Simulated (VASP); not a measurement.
Write the native input for VASP 6.6.1 that does the following.

| Property | Result |
| --- | --- |
| Task | relaxation of cell and atoms |
| Functional | PBE |
| Potentials or basis | VASP PAW PBE potentials, release 64 (Cd, Se) |
| Cutoff | 600 eV |
| k mesh | 6 × 6 × 6 |
| Occupations | gaussian, width 0.01 eV |
| Spin | no spin polarisation |
| Dipole correction | no |
| Further INCAR settings | ALGO = Normal; EDIFF = 1e-06; IBRION = 2; EDIFFG = -0.01; NSW = 80; ISIF = 3 |

The structure of CdSe lies in POSCAR:

```
CdSe
1.0
    0.0000000000      3.0702700000      3.0702700000
    3.0702700000      0.0000000000      3.0702700000
    3.0702700000      3.0702700000      0.0000000000
Cd Se
1 1
Direct
    0.0000000000      0.0000000000      0.0000000000
    0.7500000000      0.7500000000      0.7500000000
```

These files were run (other wordings do the same):

INCAR

```
PREC     = Accurate       # precision mode
ENCUT    = 600            # plane-wave cutoff, eV
EDIFF    = 1E-6           # SCF threshold, eV
ISMEAR   = 0              # smearing method
SIGMA    = 0.01           # smearing width, eV
LREAL    = False          # projectors in reciprocal space
LASPH    = True           # aspherical terms in the spheres
NELM     = 60             # most SCF steps
ALGO     = Normal         # electronic algorithm
ISIF     = 3              # what is computed and relaxed
LWAVE    = False          # write WAVECAR
LCHARG   = False          # write CHGCAR
GGA      = PE             # functional
IBRION   = 2              # ionic algorithm
NSW      = 80             # ionic steps
EDIFFG   = -0.01          # ionic threshold
```

KPOINTS

```
regular mesh
0
Gamma
  6 6 6
```

Potentials or basis: VASP PAW PBE potentials, release 64 (Cd, Se).

The run is started by

```console
$ cat potpaw_PBE.64/Cd/POTCAR potpaw_PBE.64/Se/POTCAR > POTCAR
$ mpirun -np 1 vasp_std > vasp.out
```

It gave:

| Item | Value |
| --- | --- |
| Relaxed volume | 29.88 Å³/atom |
| Relaxed cell | a = 4.388 Å, b = 4.388 Å, c = 4.388 Å, α = 60.00°, β = 60.00°, γ = 60.00° |
| Space group after relaxing (to 0.05 Å) | F-43m (No. 216) |
| Energy gained by relaxing | 4.3 meV/atom |
| Ionic steps | 3 |
| Pressure after relaxing | 0.0 GPa |
| Band gap on the k mesh | 0.48 eV, direct |

Run time: 34 s on 1 thread of AMD EPYC 9R45 (Zen 5), on a shared host, peak memory 0.18 GiB.
